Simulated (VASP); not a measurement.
# MoS2: single point with PBEsol

Crystal: MoS2.

```
CELL_PARAMETERS angstrom
1.58550 0.91539 6.11500
-1.58550 0.91539 6.11500
0.00000 -1.83078 6.11500
ATOMIC_POSITIONS crystal
Mo 0.00000 0.00000 0.00000
S 0.25000 0.25000 0.25000
S 0.75000 0.75000 0.75000
```

```
Program                : VASP 6.6.1
Task                   : single point
Functional             : PBEsol
Potentials or basis    : VASP PAW PBE potentials, release 64 (Mo_sv, S)
Cutoff                 : 520 eV
k mesh                 : 8 × 8 × 8
Occupations            : fermi-dirac, width 0.05 eV
Spin                   : no spin polarisation
Dipole correction      : no
Further INCAR settings : ALGO = Normal; EDIFF = 1e-06; NBANDS = 20
```

* Pressure: 2.9 GPa
* Largest force: 0.748 eV/Å
* Band gap on the k mesh: zero (bands 13 and 14 overlap by 0.38 eV)

Forces on the atoms (eV/Å):
```
Mo   0.000  0.000  0.000
S    0.000  0.000 -0.748
S    0.000  0.000  0.748
```

Stress tensor (GPa, compression positive):
```
1.39 0.00 0.00
0.00 1.39 0.00
0.00 0.00 6.04
```

Levels at points of the mesh, in eV from the Fermi level:
```
           k point  band 10  band 11  band 12  band 13  band 14  band 15  band 16  band 17
(0.00, 0.00, 0.00)    -1.76    -1.25    -1.03    -1.03    -0.22    -0.22     3.41     3.41
(0.50, 0.00, 0.00)    -4.34    -2.85    -1.94    -1.59     1.06     1.98     3.44     4.17
(0.50, 0.50, 0.00)    -4.27    -2.87    -2.26    -1.80     1.07     1.76     3.89     4.66
(0.50, 0.50, 0.50)    -3.92    -1.02    -1.02    -0.33    -0.33    -0.04     3.53     3.53
```

Run time: 3.6 min on 1 thread of Intel(R) Xeon(R) Platinum 8259CL CPU @ 2.50GHz (Skylake/Cascade Lake), with other jobs on the host, peak memory 0.34 GiB.

Caveat: the PAW data sets were made with another functional, which shifts forces and pressure a little.
